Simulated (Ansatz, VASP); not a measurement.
## HfSi2B4 in VASP and in Ansatz

```xyz
7
Lattice="3.0408 0.0000 0.0000 -1.5204 2.6334 0.0000 0.0000 0.0000 9.7226" Properties=species:S:1:pos:R:3 pbc="T T T"
Hf    0.0000    0.0000    0.0000
Si    0.0000    0.0000    6.1470
Si    0.0000    0.0000    3.5756
B     1.5204    0.8778    1.8114
B     0.0000    1.7556    1.8114
B     0.0000    1.7556    7.9112
B     1.5204    0.8778    7.9112
```

Alike in both runs: functional PBE; k mesh 6 × 6 × 2; occupations gaussian, width 0.2 eV; no spin polarisation.

Ansatz relaxed the structure, and its values are those at the end. VASP's run is a single point on that final structure, the one shown.

|  | VASP | Ansatz |
| --- | --- | --- |
| version | VASP 6.6.1 | Ansatz 0.2.0 |
| potentials or method | VASP PAW PBE potentials, release 64 (Hf_pv, Si, B), cutoff 520 eV | scalar-relativistic, plane waves, PAW |
| valence electrons in the cell | 30 | 46 |

```tsv
	VASP	Ansatz	Ansatz less VASP
gap on the k mesh at the Fermi level (eV)	none	none	-
pressure (GPa)	-0.3	0.0	+0.22
rms of the force components (eV/Å)	0.008	0.003	-0.0045
```

A gap of «none» marks a metal or a gap that the smearing closes. With one functional, cell and mesh, what is left measures potentials, basis and numerics. VASP's potentials hold 30 valence electrons a cell and Ansatz's 46, so a difference there can come from the potentials and not from the codes.

The k mesh is coarse, so the values compare programs but aren't converged. Neither program's run includes spin-orbit coupling.
